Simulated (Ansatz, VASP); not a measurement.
# Two plane-wave programs on Au

File INCAR:

```
PREC = Accurate ; ENCUT = 520
EDIFF = 1E-6 ; ISMEAR = 0
SIGMA = 0.15 ; LREAL = False
LASPH = True ; NELM = 100
ALGO = Fast ; ISIF = 2
LWAVE = False ; LCHARG = False
GGA = PS ; NBANDS = 12
```

File KPOINTS:

```
regular mesh
0
Gamma
  20 20 20
```

Contents of POSCAR:

```
Au
1.0
   -1.7069870700      1.7069870700      1.6572690000
    1.7069870700     -1.7069870700      1.6572690000
    1.7069870700      1.7069870700     -1.6572690000
Au
1
Direct
    0.0000000000      0.0000000000      0.0000000000
```

Input for Ansatz:

```yaml
crystal:
  lattice:
    - [-1.70698707, 1.70698707, 1.657269]
    - [1.70698707, -1.70698707, 1.657269]
    - [1.70698707, 1.70698707, -1.657269]
  atoms:
    - { symbol: Au, position: [0.0, 0.0, 0.0] }
basis:
  ecutwfc: 420
kpoints:
  mp_grid: { grid: [20, 20, 20] }
hamiltonian:
  xc: pbesol
scf:
  occupations: { method: gaussian, width: 0.15 }
output:
  forces: true
  stress: true
  eigenvalues: true
```

Change from the starting cell: strain +0.030 along x and y, +0.000 along z, atoms carried along.

Alike in both runs: task single point; functional PBEsol; k mesh 20 × 20 × 20; occupations gaussian, width 0.15 eV; no spin polarisation.

```csv
,VASP,Ansatz
version,VASP 6.6.1,Ansatz 0.2.0
potentials or method,"VASP PAW PBE potentials, release 64 (Au), cutoff 520 eV","scalar-relativistic, plane waves, PAW"
valence electrons in the cell,11,19
```

```csv
,VASP,Ansatz,Ansatz less VASP
gap on the k mesh at the Fermi level (eV),none,none,-
pressure (GPa),-15.1,-14.9,+0.13
"traceless stress, the component that is largest in VASP (GPa)",-0.16,-0.16,+0.004
```

VASP's potentials were made for PBE, not for PBEsol. A gap of «none» marks a metal or a gap that the smearing closes. VASP's potentials hold 11 valence electrons a cell and Ansatz's 19, so a difference there can come from the potentials and not from the codes.

Neither program's run includes spin-orbit coupling.
